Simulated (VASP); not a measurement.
Sb3Os, 4 atoms in the cell. It takes space group Pm-3m (No. 221, cubic). The conventional cell has a = 4.477 Å, b = 4.477 Å, c = 4.477 Å, α = 90.00°, β = 90.00°, γ = 90.00°. Sb (site symmetry 4/mmm) has 8 Sb at 3.17 Å and 4 Os at 3.17 Å within 4.2 Å. Os (site symmetry m-3m) has 12 Sb at 3.17 Å within 4.2 Å. 

- Program: VASP 6.6.1
- Task: relaxation of cell and atoms
- Functional: PBE
- Potentials or basis: VASP PAW PBE potentials, release 64 (Sb, Os)
- Cutoff: 600 eV
- k mesh: 10 × 10 × 10
- Occupations: gaussian, width 0.1 eV
- Spin: no spin polarisation
- Dipole correction: no
- Further INCAR settings: ALGO = Normal; EDIFF = 1e-07; IBRION = 2; EDIFFG = -0.01; NSW = 100; ISIF = 3

Potentials or basis: VASP PAW PBE potentials, release 64 (Sb, Os).

The run is started by

```bash
$ cat potpaw_PBE.64/Sb/POTCAR potpaw_PBE.64/Os/POTCAR > POTCAR
$ mpirun -np 1 vasp_std > vasp.out
```

Hardware: 1 thread of Intel Xeon 8259CL (shared host).

How long does it take, and how much memory?

Run time: 4.4 min on 1 thread of Intel Xeon 8259CL, with other jobs on the host, peak memory 0.28 GiB. Counts: scf iterations 28, k points 56, ion steps 3.
